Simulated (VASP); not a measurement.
Write the native input for VASP 6.6.1 that does the following.

```
Task                   : single point
Functional             : PBEsol
Potentials or basis    : VASP PAW PBE potentials, release 64 (Hf_pv, S)
Cutoff                 : 520 eV
k mesh                 : 6 × 6 × 2
Occupations            : gaussian, width 0.1 eV
Spin                   : no spin polarisation
Dipole correction      : no
Further INCAR settings : ALGO = Normal; EDIFF = 1e-07; NBANDS = 35
```

The structure of Hf2S lies in POSCAR:

```
Hf2S
1.0
    3.3742737662      0.0000000000      0.0000000000
   -1.6871368831      2.9222068008      0.0000000000
    0.0000000000      0.0000000000     11.7174070300
Hf S
4 2
Direct
    0.6666666700      0.3333333300      0.8998116400
    0.3333333300      0.6666666700      0.3998116400
    0.6666666700      0.3333333300      0.6001883600
    0.3333333300      0.6666666700      0.1001883600
    0.0000000000      0.0000000000      0.7500000000
    0.0000000000      0.0000000000      0.2500000000
```

These files were run (other wordings do the same):

INCAR

```
SYSTEM = Hf2S
PREC = Accurate ; ENCUT = 520
EDIFF = 1E-7 ; ISMEAR = 0
SIGMA = 0.1 ; LREAL = .False.
LASPH = .True. ; NELM = 100
ALGO = Normal ; ISIF = 2
LWAVE = .False. ; LCHARG = .True.
GGA = PS ; LELF = .True.
LVHAR = .True. ; NBANDS = 35
```

KPOINTS

```
Automatic mesh
0
Gamma
  6 6 2
  0 0 0
```

Potentials or basis: VASP PAW PBE potentials, release 64 (Hf_pv, S).

Run with:

```bash
$ cat potpaw_PBE.64/Hf_pv/POTCAR potpaw_PBE.64/S/POTCAR > POTCAR
$ mpirun -np 1 vasp_std > vasp.out
```

It gave:

- Pressure: -3.4 GPa
- Largest force: 0.240 eV/Å
- Band gap on the k mesh: zero (band 26 reaches 6.72 eV, above the bottom of band 27 at 5.80 eV)

Caveat: the PAW data sets were made with another functional, which shifts forces and pressure a little; spin-orbit coupling is left out, which moves the levels of the heavy elements.

Wall time 71 s on 1 thread of Intel(R) Xeon(R) Platinum 8259CL CPU @ 2.50GHz (Skylake/Cascade Lake), with other jobs on the host, peak memory 0.26 GiB.
